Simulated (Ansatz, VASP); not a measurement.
**One calculation of CdO, two programs**

The input INCAR:

```
SYSTEM = CdO
PREC = Accurate ; ENCUT = 600
EDIFF = 1E-6 ; ISMEAR = -1
SIGMA = 0.1 ; LREAL = .False.
LASPH = .True. ; NELM = 120
ALGO = Normal ; ISIF = 2
LWAVE = .False. ; LCHARG = .False.
GGA = CA ; NBANDS = 16
GGA_COMPAT = .False.
```

Contents of KPOINTS:

```
Automatic mesh
0
Gamma
  6 6 6
  0 0 0
```

Contents of POSCAR:

```
CdO
1.0
    3.3226950000      0.0000000000      0.0000000000
    1.6613475000      2.8775382790      0.0000000000
    1.6613475000      0.9591794263      2.7129691070
Cd O
1 1
Direct
    0.0000000000      0.0000000000      0.0000000000
    0.5000000000      0.5000000000      0.5000000000
```

Input for Ansatz:

```yaml
crystal:
  lattice:
    - [3.322695, 0.0, 0.0]
    - [1.6613475000000004, 2.8775382790275352, 0.0]
    - [1.6613475000000004, 0.9591794263425119, 2.7129691069656503]
  atoms:
    - { symbol: Cd, position: [0.0, 0.0, 0.0] }
    - { symbol: O, position: [0.5000000000000002, 0.5, 0.49999999999999994] }
kpoints:
  mp_grid:
    grid: [6, 6, 6]
hamiltonian:
  xc: lda
  pseudopotentials:
    kind: paw
    azcp:
      folder: soft_1
scf:
  occupations:
    method: fermi_dirac
    width: 0.1
output:
  forces: true
  stress: true
```

Alike in both runs: task single point; functional LDA; k mesh 6 × 6 × 6; occupations fermi-dirac, width 0.1 eV; no spin polarisation.

|  | VASP | Ansatz |
| --- | --- | --- |
| version | VASP 6.6.1 | Ansatz 0.2.0 |
| potentials or method | VASP PAW LDA potentials, release 64 (Cd, O) | plane waves, PAW |
| plane-wave cutoff (eV) | 600 | 420 |
| valence electrons in the cell | 18 | 26 |

```csv
,VASP,Ansatz,Ansatz less VASP
pressure (GPa),-4.5,-6.0,-1.47
```

Ansatz warns that its potentials were made for another functional, while VASP's fit it. LDA's correlation is that of Perdew and Zunger in VASP and of Perdew and Wang (1992) in Ansatz. VASP's potentials hold 18 valence electrons a cell and Ansatz's 26, so a difference there can come from the potentials and not from the codes.

The k mesh is coarse, so the values compare programs but aren't converged.
